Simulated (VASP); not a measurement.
# AlN in VASP: notebook

AlN is run at these levels: PBEsol; tasks: single point.

Program: VASP 6.6.1. These are calculated values, not measurements. Logs are shortened: lines on timing, memory, paths and dates and some standing lists are left out, and cuts for length are marked.

**Measured values to compare with.**

“Self-assembly of well-separated AlN nanowires directly on sputtered metallic TiN films”, 2019, arxiv:1910.07391 quotes, for a bulk crystal of AlN at 10 K: band gap 6.034 eV (an exciton energy, a little under the gap).

The runs below are set against these values where they give the same quantity.

## 1. The cell of the first run

The structure is hexagonal, space group P6_3mc (No. 186). The conventional cell has a = 3.129 Å, b = 3.129 Å, c = 5.008 Å, α = 90.00°, β = 90.00°, γ = 120.00°. Within 2.5 Å of Al (site symmetry 3m) lie 4 N at 1.90 to 1.91 Å. N (site symmetry 3m) has 4 Al at 1.90 to 1.91 Å within 2.5 Å.

## 2. Single point, PBEsol

INCAR reads:

```
ALGO = Normal
EDIFF = 1E-7
ENCUT = 520
GGA = PS
ISIF = 2
ISMEAR = 0
LASPH = T
LCHARG = F
LREAL = F
LWAVE = F
NBANDS = 16
NELM = 80
PREC = Accurate
SIGMA = 0.01
```

KPOINTS reads:

```
k-points
0
Gamma
  8 8 6
```

POSCAR reads:

```
AlN
1.0
    3.1293993738      0.0000000000      0.0000000000
   -1.5646996869      2.7101393563      0.0000000000
    0.0000000000      0.0000000000      5.0077669937
Al N
2 2
Direct
    0.3333333333      0.6666666667     -0.0009548139
    0.6666666667      0.3333333333      0.4990451861
    0.3333333333      0.6666666667      0.3809548139
    0.6666666667      0.3333333333      0.8809548139
```

Potentials or basis: VASP PAW PBE potentials, release 64 (Al, N).

Started as:

```console
$ cat potpaw_PBE.64/Al/POTCAR potpaw_PBE.64/N/POTCAR > POTCAR
$ mpirun -np 1 vasp_std > vasp.out
```

OUTCAR:

```text
EDIFF = 1E-7
   ENCUT = 520
   GGA = PS
   ISIF = 2
   ISMEAR = 0
   LASPH = T
   LREAL = F
   NELM = 80
   PREC = Accurate

 ion  position               nearest neighbor table
   1  0.333  0.667  0.999-   4 1.90   4 1.90   4 1.90   3 1.91   2 3.09   2 3.09   2 3.09   2 3.09
                             2 3.09   2 3.09
   2  0.667  0.333  0.499-   3 1.90   3 1.90   3 1.90   4 1.91   1 3.09   1 3.09   1 3.09   1 3.09
                             1 3.09   1 3.09
   3  0.333  0.667  0.381-   2 1.90   2 1.90   2 1.90   1 1.91
   4  0.667  0.333  0.881-   1 1.90   1 1.90   1 1.90   2 1.91

  LATTYP: Found a hexagonal cell.
 ALAT       =     3.1293993738
 C/A-ratio  =     1.6002326311

  Lattice vectors:

 A1 = (   3.1293993738,   0.0000000000,   0.0000000000)
 A2 = (  -1.5646996869,   2.7101393563,   0.0000000000)
 A3 = (   0.0000000000,   0.0000000000,   5.0077669937)

Analysis of symmetry for initial positions (statically):
=====================================================================
 Subroutine PRICEL returns:
 Original cell was already a primitive cell.

 Routine SETGRP: Setting up the symmetry group for a
 hexagonal supercell.

 Subroutine GETGRP returns: Found 12 space group operations
 (whereof  6 operations were pure point group operations)
 out of a pool of 24 trial point group operations.

The static configuration has the point symmetry C_3v.
 The point group associated with its full space group is C_6v.

Analysis of symmetry for dynamics (positions and initial velocities):
=====================================================================
 Subroutine PRICEL returns:
 Original cell was already a primitive cell.

 Routine SETGRP: Setting up the symmetry group for a
 hexagonal supercell.

 Subroutine GETGRP returns: Found 12 space group operations
 (whereof  6 operations were pure point group operations)
 out of a pool of 24 trial point group operations.

The dynamic configuration has the point symmetry C_3v.
 The point group associated with its full space group is C_6v.

 Subroutine INISYM returns: Found 12 space group operations
 (whereof  6 operations are pure point group operations),
 and found     1 'primitive' translations

----------------------------------------------------------------------------------------

                                     Primitive cell

  volume of cell :      42.4714

  direct lattice vectors                    reciprocal lattice vectors
     3.129399374  0.000000000  0.000000000     0.319550137  0.184492358  0.000000000
    -1.564699687  2.710139356  0.000000000     0.000000000  0.368984716  0.000000000
     0.000000000  0.000000000  5.007766994     0.000000000  0.000000000  0.199689802

  length of vectors
     3.129399374  3.129399374  5.007766994     0.368984716  0.368984716  0.199689802

  position of ions in fractional coordinates (direct lattice)
     0.333333333  0.666666667  0.999045186
     0.666666667  0.333333333  0.499045186
     0.333333333  0.666666667  0.380954814
     0.666666667  0.333333333  0.880954814

  ion indices of the primitive-cell ions
   primitive index   ion index
                 1           1
                 2           2
                 3           3
                 4           4

----------------------------------------------------------------------------------------

 KPOINTS: k-points

Automatic generation of k-mesh.
 Grid dimensions read from file:
 generate k-points for:    8    8    6

 Generating k-lattice:

  Cartesian coordinates                     Fractional coordinates (reciprocal lattice)
     0.039943767  0.023061545  0.000000000     0.125000000  0.000000000  0.000000000
     0.000000000  0.046123089  0.000000000     0.000000000  0.125000000  0.000000000
     0.000000000  0.000000000  0.033281634     0.000000000  0.000000000  0.166666667

  Length of vectors
     0.046123089  0.046123089  0.033281634

  Shift w.r.t. Gamma in fractional coordinates (k-lattice)
     0.000000000  0.000000000  0.000000000

 Subroutine IBZKPT returns following result:
 ===========================================

 Found     40 irreducible k-points:

 Following reciprocal coordinates:
            Coordinates               Weight
  0.000000  0.000000  0.000000      1.000000
  0.125000  0.000000  0.000000      6.000000
  0.250000  0.000000  0.000000      6.000000
  0.375000 -0.000000  0.000000      6.000000
  0.500000  0.000000  0.000000      3.000000
  0.125000  0.125000  0.000000      6.000000
[... 16 lines left out ...]
  0.250000  0.000000  0.333333     12.000000
  0.375000 -0.000000  0.333333     12.000000
 [... further k-points ...]
   k-points           NKPTS =     40   k-points in BZ     NKDIM =     40   number of bands    NBANDS=     16
   number of dos      NEDOS =    301   number of ions     NIONS =      4
   total plane-waves  NPLWV =  23040
   dimension x,y,z NGX =    24 NGY =   24 NGZ =   40
   dimension x,y,z NGXF=    48 NGYF=   48 NGZF=   80
   ions per type =               2   2
   NGX,Y,Z   is equivalent  to a cutoff of  12.75, 12.75, 13.28 a.u.
   NGXF,Y,Z  is equivalent  to a cutoff of  25.50, 25.50, 26.56 a.u.
 SYSTEM =  unknown system
   PREC   = accura    normal or accurate (medium, high low for compatibility)
   ISTART =      0    job   : 0-new  1-cont  2-samecut
   ICHARG =      2    charge: 1-file 2-atom 10-const
   ISPIN  =      1    spin polarized calculation?
   LNONCOLLINEAR =      F non collinear calculations
   LSORBIT =      F    spin-orbit coupling
   LASPH  =      T    aspherical Exc in radial PAW
   ENCUT  =  520.0 eV  38.22 Ry    6.18 a.u.   5.82  5.82  9.31*2*pi/ulx,y,z
   NELM   =     80;   NELMIN=  2; NELMDL= -5     # of ELM steps
   EDIFF  = 0.1E-06   stopping-criterion for ELM
   LREAL  =      F    real-space projection
   EDIFFG = 0.1E-05   stopping-criterion for IOM
   NSW    =      0    number of steps for IOM
   IBRION =     -1    ionic relax: 0-MD 1-quasi-New 2-CG
   NFREE  =      0    steps in history (QN), initial steepest desc. (CG)
   ISIF   =      2    stress and relaxation
   ISYM   =      2    0-nonsym 1-usesym 2-fastsym
   POTIM  = 0.5000    time-step for ionic-motion
   TEBEG  =    0.0;   TEEND  =   0.0 temperature during run
   PSTRESS=    0.0 pullay stress
   NELECT =      16.0000    total number of electrons
   NUPDOWN=      -1.0000    fix difference up-down
   EMIN   =  10.00;   EMAX   =-10.00  energy-range for DOS
   EFERMI =   0.00;   METHOD = LEGACY
   ISMEAR =     0;   SIGMA  =   0.01  broadening in eV -4-tet -1-fermi 0-gaus
   EFERMI_NEDOS =   21; number of points for ismear=-14 and -15
   IALGO  =     38    algorithm
   IMIX   =      4    mixing-type and parameters
     AMIX     =   0.40;   BMIX     =  1.00
     AMIX_MAG =   1.60;   BMIX_MAG =  1.00
  volume/ion in A,a.u.               =      10.62        71.65
  Fermi-wavevector in a.u.,A,eV,Ry     =   1.182359  2.234334 19.020565  1.397972
  Thomas-Fermi vector in A             =   2.318614
   LORBIT       =      0    0 simple, 1 ext, 2 COOP (PROOUT), +10 PAW based schemes
   GGA     = PS    functional components
   LHFCALC =     F    Hartree Fock is set to
   AEXX    =    0.0000 exact exchange contribution
   IVDW    =     0    specifies the selected vdW correction
   LEPSILON=     F    determine dielectric tensor
   LRPA    =     F    only Hartree local field effects (RPA)
 non-spin polarized calculation
 Gauss-broadening in eV      SIGMA  =   0.01
  energy-cutoff  :      520.00
  volume of cell :       42.47
 maximum number of plane-waves:      1170
 NGX is ok and might be reduce to    24
   NGX = 11   NGY = 11   NGZ = 19

 number of electron      15.9999998 magnetization

 Free energy of the ion-electron system (eV)
  ---------------------------------------------------
  ext. energy  EPLUGINS =         0.00000000
  ---------------------------------------------------
  free energy    TOTEN  =       -31.30682288 eV

  energy without entropy =      -31.30682288  energy(sigma->0) =      -31.30682288

 E-fermi :   5.9488     XC(G=0): -11.0346

 val. band max:        5.9080475929   @ k =   0.0000   0.0000   0.0000
 cond. band min:       9.8909745751   @ k =   0.0000   0.0000   0.0000
 fundamental gap:      3.9829269823
 Fermi energy:         5.9487900004

 k-point     1 :       0.0000    0.0000    0.0000
  band No.  band energies     occupation
      1      -9.1633      2.00000
      2      -7.0292      2.00000
      3      -0.0740      2.00000
      4       5.0374      2.00000
      5       5.0374      2.00000
      6       5.6885      2.00000
[... 8 lines left out ...]
     15      18.7875      0.00000
     16      18.7875      0.00000

 k-point     2 :       0.1250    0.0000    0.0000
  band No.  band energies     occupation
      1      -8.9676      2.00000
      2      -6.9203      2.00000
      3       0.1602      2.00000
      4       4.1655      2.00000
      5       4.7953      2.00000
      6       4.8567      2.00000
[... 8 lines left out ...]
     15      18.4977      0.00000
     16      18.7513      0.00000

 k-point     3 :       0.2500    0.0000    0.0000
  band No.  band energies     occupation
      1      -8.4210      2.00000
      2      -6.6635      2.00000
      3       0.8335      2.00000
      4       2.4463      2.00000
      5       3.4337      2.00000
      6       4.3321      2.00000
[... 8 lines left out ...]
     15      17.7543      0.00000
     16      18.9340      0.00000

 k-point     4 :       0.3750   -0.0000    0.0000
  band No.  band energies     occupation
      1      -7.6816      2.00000
      2      -6.4792      2.00000
      3       1.0080      2.00000
      4       1.8205      2.00000
      5       2.2405      2.00000
      6       3.9548      2.00000
[... 8 lines left out ...]
     15      17.9122      0.00000
     16      20.4691      0.00000

 k-point     5 :       0.5000    0.0000    0.0000
  band No.  band energies     occupation
      1      -7.2121      2.00000
      2      -6.5219      2.00000
      3       0.4604      2.00000
      4       1.7427      2.00000
      5       2.5657      2.00000
      6       3.8144      2.00000
[... 8 lines left out ...]
     15      18.4679      0.00000
     16      20.7314      0.00000

 k-point     6 :       0.1250    0.1250    0.0000
  band No.  band energies     occupation
      1      -8.5954      2.00000
      2      -6.7360      2.00000
      3       0.6148      2.00000
      4       3.2359      2.00000
      5       3.4049      2.00000
      6       4.6461      2.00000
[... 8 lines left out ...]
     15      18.2496      0.00000
     16      18.8818      0.00000
[... 267 lines left out ...]
 k-point    21 :       0.0000    0.0000    0.3333
  band No.  band energies     occupation
      1      -8.7518      2.00000
      2      -7.7268      2.00000
      3       1.2619      2.00000
      4       4.0046      2.00000
      5       5.1931      2.00000
      6       5.1931      2.00000
[... 8 lines left out ...]
     15      17.7042      0.00000
     16      17.7042      0.00000

 k-point    22 :       0.1250    0.0000    0.3333
  band No.  band energies     occupation
      1      -8.5670      2.00000
      2      -7.5796      2.00000
      3       1.3591      2.00000
      4       3.6434      2.00000
      5       4.5145      2.00000
      6       4.9923      2.00000
[... 8 lines left out ...]
     15      17.9179      0.00000
     16      18.0796      0.00000

 k-point    23 :       0.2500    0.0000    0.3333
  band No.  band energies     occupation
      1      -8.0594      2.00000
      2      -7.1999      2.00000
      3       1.3560      2.00000
      4       2.4499      2.00000
      5       3.5032      2.00000
      6       4.5856      2.00000
[... 8 lines left out ...]
     15      18.0323      0.00000
     16      18.8811      0.00000

 k-point    24 :       0.3750   -0.0000    0.3333
  band No.  band energies     occupation
      1      -7.4027      2.00000
      2      -6.8008      2.00000
      3       0.6302      2.00000
      4       1.2644      2.00000
      5       3.4819      2.00000
      6       4.2411      2.00000
[... 8 lines left out ...]
     15      17.9034      0.00000
     16      19.7690      0.00000

 [... further k-points ...]
[... 5 lines left out ...]
  --------------------------------------------------------------------------------------
  -------------------------------------------------------------------------------------
  Total       -0.8075527     -0.8075527     -0.7238515      0.0000000      0.0000000      0.0000000
  in kB      -30.4638453    -30.4638453    -27.3063289      0.0000000      0.0000000      0.0000000
  external PRESSURE =     -29.4113399 kB  Pullay stress =       0.0000000 kB

 VOLUME and BASIS-vectors are now :
 -----------------------------------------------------------------------------
  energy-cutoff  :      520.00
  volume of cell :       42.47
      direct lattice vectors                 reciprocal lattice vectors
     3.129399374  0.000000000  0.000000000     0.319550137  0.184492358  0.000000000
    -1.564699687  2.710139356  0.000000000     0.000000000  0.368984716  0.000000000
     0.000000000  0.000000000  5.007766994     0.000000000  0.000000000  0.199689802

 POSITION                                       TOTAL-FORCE (eV/Angst)
 -----------------------------------------------------------------------------------
     -0.00000      1.80676      5.00299         0.000000      0.000000     -0.000718
      1.56470      0.90338      2.49910         0.000000     -0.000000     -0.000718
     -0.00000      1.80676      1.90773         0.000000      0.000000      0.000718
      1.56470      0.90338      4.41162        -0.000000     -0.000000      0.000718
 -----------------------------------------------------------------------------------
    total drift:                               -0.000000      0.000000      0.000623

  FREE ENERGIE OF THE ION-ELECTRON SYSTEM (eV)
  ---------------------------------------------------
  free  energy   TOTEN  =       -31.3068228806 eV

  energy  without entropy=      -31.3068228806  energy(sigma->0) =      -31.30682288
```

Wall time 20 s (1 thread of Intel Xeon Platinum 8375C at 2.90GHz (Ice Lake), shared host); peak memory 0.16 GiB.

What came out:

```yaml
Free_energy: -31.3068 eV
Pressure: -2.9 GPa
Band_gap_on_the_k_mesh: 3.98 eV, direct
```

Caveat: the PAW data sets were made with another functional, which shifts forces and pressure a little.

## 3. Single point, PBEsol (z stretched by +0.5 %, x and y held)

INCAR reads:

```
SYSTEM = AlN
ALGO = Normal ; EDIFF = 1E-6
ENCUT = 520 ; GGA = PS
ISIF = 2 ; ISMEAR = 0
LASPH = .TRUE. ; LCHARG = .FALSE.
LREAL = .FALSE. ; LWAVE = .FALSE.
NBANDS = 16 ; NELM = 100
PREC = Accurate ; SIGMA = 0.01
```

KPOINTS reads:

```
k-points
0
G
  8 8 6
  0 0 0
```

POSCAR reads:

```
AlN
1.0
    3.1138302227      0.0000000000      0.0000000000
   -1.5569151113      2.6966560759      0.0000000000
    0.0000000000      0.0000000000      5.0077669937
Al N
2 2
Direct
    0.3333333333      0.6666666667     -0.0005211238
    0.6666666667      0.3333333333      0.4994788762
    0.3333333333      0.6666666667      0.3805211238
    0.6666666667      0.3333333333      0.8805211238
```

Potentials or basis: VASP PAW PBE potentials, release 64 (Al, N).

Started as:

```console
$ cat potpaw_PBE.64/Al/POTCAR potpaw_PBE.64/N/POTCAR > POTCAR
$ mpirun -np 1 vasp_std > vasp.out
```

Run time: 17 s. Hardware: 1 thread of Intel Xeon Platinum 8375C at 2.90GHz (Ice Lake), shared host; peak memory 0.16 GiB.

Results (log left out):

```yaml
Free_energy: -31.3113 eV
Pressure: -1.0 GPa
Band_gap_on_the_k_mesh: 4.09 eV, direct
```

Stress tensor (GPa, compression positive):
```
-0.58  0.00  0.00
 0.00 -0.58  0.00
 0.00  0.00 -1.79
```

Levels at points of the mesh, in eV from the valence-band top:
```
           k point  band 4  band 5  band 6  band 7  band 8  band 9  band 10  band 11  band 12  band 13
(0.00, 0.00, 0.00)   -0.82   -0.82   -0.18   -0.18    0.00    4.09     6.58    10.45    11.06    11.06
(0.50, 0.00, 0.00)   -4.17   -3.34   -2.05   -1.78   -0.67    5.65     5.70     8.06    10.14    10.79
(0.00, 0.00, 0.50)   -3.35   -0.51   -0.51   -0.51   -0.51    6.37     6.37    10.17    10.17    11.38
(0.50, 0.00, 0.50)   -5.60   -1.44   -1.44   -1.36   -1.36    5.17     5.17     9.12     9.12    11.67
```

Caveat: the cell differs from its parent crystal (z stretched by +0.5 %, x and y held); the PAW data sets were made with another functional, which shifts forces and pressure a little.

## 4. Single point, PBEsol

This run uses another cell than the first one, of 10.46 Å³/atom, 0.985 times its volume.

INCAR reads:

```
PREC = Accurate
ENCUT = 520
EDIFF = 1E-6
ISMEAR = -1
SIGMA = 0.1
LREAL = F
LASPH = T
NELM = 100
ALGO = Normal
ISIF = 2
LWAVE = F
LCHARG = F
GGA = PS
NBANDS = 16
```

KPOINTS reads:

```
regular mesh
0
Gamma
  14 14 8
```

POSCAR reads:

```
AlN
1.0
    3.1138302227      0.0000000000      0.0000000000
   -1.5569151113      2.6966560759      0.0000000000
    0.0000000000      0.0000000000      4.9828527301
Al N
2 2
Direct
    0.3333333333      0.6666666667     -0.0010085685
    0.6666666667      0.3333333333      0.4989914315
    0.3333333333      0.6666666667      0.3810085685
    0.6666666667      0.3333333333      0.8810085685
```

Started as:

```console
$ cat potpaw_PBE.64/Al/POTCAR potpaw_PBE.64/N/POTCAR > POTCAR
$ mpirun -np 1 vasp_std > vasp.out
```

It took 48 s on 1 thread of Intel Xeon Platinum 8375C at 2.90GHz (Ice Lake), shared host; peak memory 0.2 GiB.

The run converged. Its results:

* Free energy: -31.3124 eV
* Pressure: 0.0 GPa
* Band gap on the k mesh: 4.11 eV, direct

Levels at points of the mesh, in eV from the valence-band top:
```csv
k point,band 6,band 7,band 8,band 9,band 10,band 11
"(0.00, 0.00, 0.00)",-0.23,-0.23,0.00,4.11,6.54,10.49
"(0.50, 0.00, 0.00)",-2.12,-1.81,-0.70,5.66,5.67,8.07
"(0.00, 0.00, 0.50)",-0.56,-0.56,-0.56,6.36,6.36,10.20
"(0.50, 0.00, 0.50)",-1.49,-1.38,-1.38,5.17,5.17,9.12
```

Caveat: the PAW data sets were made with another functional, which shifts forces and pressure a little. A k mesh can miss the band edges.

(Part 1 of 2 ends here.)
